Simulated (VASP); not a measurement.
Write the native input for VASP 6.6.1 that does the following.

```yaml
Task: single point
Functional: PBEsol
Potentials_or_basis: VASP PAW PBE potentials, release 64 (Zr_sv, H)
Cutoff: 520 eV
k_mesh: 10 × 10 × 10
Occupations: fermi-dirac, width 0.05 eV
Spin: no spin polarisation
Dipole_correction: no
Further_INCAR_settings: ALGO = Normal; EDIFF = 1e-06; NBANDS = 14
```

The structure of ZrH2 lies in POSCAR:

```
ZrH2
1.0
    0.0000000000      2.3600433428      2.3600433428
    2.3600433428      0.0000000000      2.3600433428
    2.3600433428      2.3600433428      0.0000000000
Zr H
1 2
Direct
    0.0000000000      0.0000000000      0.0000000000
    0.2500000000      0.2500000000      0.2500000000
    0.7500000000      0.7500000000      0.7500000000
```

This cell differs from its parent crystal: volume scaled by 0.94.

These files were run (other wordings do the same):

INCAR

```
SYSTEM = ZrH2
  ALGO = Normal
  EDIFF = 1E-6
  ENCUT = 520
  GGA = PS
  ISIF = 2
  ISMEAR = -1
  LASPH = .True.
  LCHARG = .False.
  LREAL = .False.
  LWAVE = .False.
  NBANDS = 14
  NELM = 60
  PREC = Accurate
  SIGMA = 0.05
```

KPOINTS

```
k-points
0
Gamma
  10 10 10
  0 0 0
```

Potentials or basis: VASP PAW PBE potentials, release 64 (Zr_sv, H).

Run with:

```console
$ cat potpaw_PBE.64/Zr_sv/POTCAR potpaw_PBE.64/H/POTCAR > POTCAR
$ mpirun -np 1 vasp_std > vasp.out
```

It gave:

| Item | Value |
| --- | --- |
| Pressure | 4.1 GPa |
| Band gap on the k mesh | zero (band 7 reaches 9.36 eV, above the bottom of band 8 at 8.55 eV) |

Caveat: the PAW data sets were made with another functional, which shifts forces and pressure a little.

Wall time 24 s on 1 thread of Intel(R) Xeon(R) Platinum 8175M CPU @ 2.50GHz (Skylake/Cascade Lake), with other jobs on the host, peak memory 0.16 GiB.
